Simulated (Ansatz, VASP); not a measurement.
**One calculation of Ga, two programs**

```
Ga
1.0
     3.14652    0.00000    0.00000
    -1.57326    2.72496    0.00000
     0.00000    0.00000    4.87249
Ga
2
Direct
  0.33333 0.66667 0.25000
  0.66667 0.33333 0.75000
```

Alike in both runs: task relaxation of cell and atoms; functional PBE; dispersion D3(BJ); k mesh 15 × 15 × 10; occupations gaussian, width 0.1 eV; no spin polarisation.

```csv
,VASP,Ansatz
version,VASP 6.6.1,Ansatz 0.2.0
potentials or method,"VASP PAW PBE potentials, release 64 (Ga_d), cutoff 500 eV","scalar-relativistic, plane waves, PAW"
valence electrons in the cell,26,26
```

VASP gave:

```
gap on the k mesh at the Fermi level, each at its own relaxed structure (eV) : none
relaxed volume (Å³/atom)                                                     : 18.10
relaxed length of the cell vector where the two differ most in proportion (Å)              : 4.783
```

Problem. Which values does Ansatz return?

Solution. gap on the k mesh at the Fermi level, each at its own relaxed structure (eV): none; relaxed volume (Å³/atom): 18.08; relaxed length of the cell vector where the two differ most in proportion (Å): 4.780.

A gap of «none» marks a metal or a gap that the smearing closes.
